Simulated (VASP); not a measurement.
Set up this calculation in VASP 6.6.1, as the native input.

| Item | Value |
| --- | --- |
| Task | single point |
| Functional | PBE |
| Potentials or basis | VASP PAW PBE potentials, release 64 (Si, Sn_d) |
| Cutoff | 520 eV |
| k mesh | 4 × 4 × 4 |
| Occupations | gaussian, width 0.1 eV |
| Spin | no spin polarisation |
| Dipole correction | no |
| Further INCAR settings | ALGO = Normal; EDIFF = 1e-06; NBANDS = 31 |

The structure of Si7Sn lies in POSCAR:

```
Si7Sn
1.0
   -3.2527793300      3.2527793300      3.2527793300
    3.2527793300     -3.2527793300      3.2527793300
    3.2527793300      3.2527793300     -3.2527793300
Si Sn
7 1
Direct
    0.0000000000      0.5000000000      0.5000000000
    0.5000000000      0.5000000000      0.0000000000
    0.5000000000      0.0000000000      0.5000000000
    0.0000000000      0.0000000000      0.5000000000
    0.0000000000      0.5000000000      0.0000000000
    0.5000000000      0.0000000000      0.0000000000
    0.5000000000      0.5000000000      0.5000000000
    0.0000000000      0.0000000000      0.0000000000
```

These files were run (other wordings do the same):

INCAR

```
  PREC = Accurate
  ENCUT = 520
  EDIFF = 1E-6
  ISMEAR = 0
  SIGMA = 0.1
  LREAL = F
  LASPH = T
  NELM = 100
  ALGO = Normal
  ISIF = 2
  LWAVE = F
  LCHARG = T
  GGA = PE
  LELF = T
  LVHAR = T
  NBANDS = 31
```

KPOINTS

```
Automatic mesh
0
Gamma
  4 4 4
```

Potentials or basis: VASP PAW PBE potentials, release 64 (Si, Sn_d).

The run is started by

```console
$ cat potpaw_PBE.64/Si/POTCAR potpaw_PBE.64/Sn_d/POTCAR > POTCAR
$ mpirun -np 1 vasp_std > vasp.out
```

Results of the run:

| Property | Result |
| --- | --- |
| Pressure | -3.3 GPa |
| Band gap on the k mesh | zero (band 21 reaches 11.31 eV, above the bottom of band 22 at 8.07 eV) |

Caveat: spin-orbit coupling is left out, which moves the levels of the heavy elements.

Run time: 69 s on 1 thread of Intel Xeon 8259CL (shared host), peak memory 0.25 GiB.
